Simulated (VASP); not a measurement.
Input of a VASP 6.6.1 run:

The input POSCAR:

```
HfN
1.0
    3.1904660000      0.0000000000      0.0000000000
    1.5952330000      2.7630246059      0.0000000000
    1.5952330000      0.9210082020      2.6050045806
Hf N
1 1
Direct
    0.0000000000      0.0000000000      0.0000000000
    0.5000000000      0.5000000000      0.5000000000
```

The input INCAR.step1:

```
  PREC = Accurate
  ENCUT = 660
  ISMEAR = 1
  SIGMA = 0.15
  LREAL = F
  LASPH = T
  NELM = 120
  NBANDS = 14
  GGA = PE
  ALGO = Normal
  EDIFF = 1E-5
  LWAVE = T
  LCHARG = F
  GGA_COMPAT = F
```

File INCAR.step2:

```
  PREC = Accurate
  ENCUT = 660
  EDIFF = 1E-6
  ISMEAR = 1
  SIGMA = 0.15
  LREAL = F
  LASPH = T
  NELM = 120
  ALGO = Normal
  ISIF = 2
  LWAVE = F
  LCHARG = F
  METAGGA = R2SCAN
  LMIXTAU = T
  NBANDS = 14
  ISTART = 1
  GGA_COMPAT = F
```

The input KPOINTS:

```
regular mesh
0
Gamma
  10 10 10
```

Potentials or basis: VASP PAW PBE potentials, release 64 (Hf_pv, N).

Command:

```sh
$ cat potpaw_PBE.64/Hf_pv/POTCAR potpaw_PBE.64/N/POTCAR > POTCAR
$ cp INCAR.step1 INCAR
$ mpirun -np 1 vasp_std > vasp.out
$ cp INCAR.step2 INCAR
$ mpirun -np 1 vasp_std > vasp.out
```

Estimate the pressure.

-0.1 GPa.

Caveat: the PAW data sets were made with another functional, which shifts forces and pressure a little.
